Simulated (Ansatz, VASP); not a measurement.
**Two plane-wave programs on C**

```xyz
2
Lattice="0.0000 1.8068 1.8068 1.8068 0.0000 1.8068 1.8068 1.8068 0.0000" Properties=species:S:1:pos:R:3 pbc="T T T"
C     2.7103    2.7103    2.7103
C     1.8068    1.8068    1.8068
```

Alike in both runs: task single point; functional PBE0; k mesh 7 × 7 × 7; occupations fermi-dirac, width 0.05 eV; no spin polarisation.

|  | VASP | Ansatz |
| --- | --- | --- |
| version | VASP 6.6.1 | Ansatz 0.2.0 |
| potentials or method | VASP PAW PBE potentials, release 64 (C) | Ansatz PAW |
| plane-wave cutoff (eV) | 520 | 420 |
| valence electrons in the cell | 8 | 8 |

```tsv
	VASP	Ansatz	Ansatz less VASP
gap on the k mesh at the Fermi level (eV)	6.08	6.07	-0.009
least direct gap on the mesh (eV)	7.61	7.59	-0.016
pressure (GPa)	-23.7	-24.3	-0.60
```

The k mesh is coarse, so the values compare programs but aren't converged. Noted on Ansatz's run: odd divisions of the mesh miss points on the zone boundary, where band edges often lie, so the gap on the mesh can be too wide.
